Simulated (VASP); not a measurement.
**WS2: single point with PBEsol**

Crystal: WS2.

```
W S
1.0
     3.08927    0.00000    0.00000
    -1.54464    2.67539    0.00000
     0.00000    0.00000   12.46677
W S
2 4
Direct
  0.33333 0.66667 0.25000
  0.66667 0.33333 0.75000
  0.33333 0.66667 0.60686
  0.66667 0.33333 0.10686
  0.33333 0.66667 0.89314
  0.66667 0.33333 0.39314
```

| Item | Value |
| --- | --- |
| Program | VASP 6.6.1 |
| Task | single point |
| Functional | PBEsol |
| Potentials or basis | VASP PAW PBE potentials, release 64 (W_sv, S) |
| Cutoff | 520 eV |
| k mesh | 12 × 12 × 2 |
| Occupations | gaussian, width 0.05 eV |
| Spin | no spin polarisation |
| Dipole correction | no |
| Further INCAR settings | ALGO = Normal; EDIFF = 1e-06; NBANDS = 35 |

The pressure is -13.6 GPa, the largest force is 3.185 eV/Å and the band gap on the k mesh is 0.54 eV, indirect (least direct gap 1.26 eV).

Forces on the atoms (eV/Å):
```
W    0.000  0.000  0.000
W    0.000  0.000  0.000
S    0.000  0.000  3.185
S    0.000  0.000  3.185
S    0.000  0.000 -3.185
S    0.000  0.000 -3.185
```

Stress tensor (GPa, compression positive):
```
 -4.45   0.00   0.00
  0.00  -4.45   0.00
  0.00   0.00 -31.78
```

Levels at points of the mesh, in eV from the valence-band top:
| k point | band 23 | band 24 | band 25 | band 26 | band 27 | band 28 | band 29 | band 30 |
| --- | --- | --- | --- | --- | --- | --- | --- | --- |
| (0.00, 0.00, 0.00) | -0.79 | -0.67 | -0.67 | -0.22 | 2.30 | 2.30 | 2.64 | 2.64 |
| (0.50, 0.00, 0.00) | -1.44 | -1.31 | -1.01 | -0.51 | 2.35 | 2.79 | 3.18 | 3.22 |
| (0.00, 0.00, 0.50) | -0.73 | -0.73 | -0.47 | -0.47 | 2.44 | 2.44 | 2.44 | 2.44 |
| (0.50, 0.00, 0.50) | -1.35 | -1.35 | -0.76 | -0.76 | 2.76 | 2.76 | 3.23 | 3.23 |

Run time: 78 s on 1 thread of Intel(R) Xeon(R) Platinum 8488C (Sapphire Rapids), on a shared host, peak memory 0.28 GiB.

Caveat: the PAW data sets were made with another functional, which shifts forces and pressure a little; spin-orbit coupling is left out, which moves the levels of the heavy elements. A k mesh can miss the band edges.
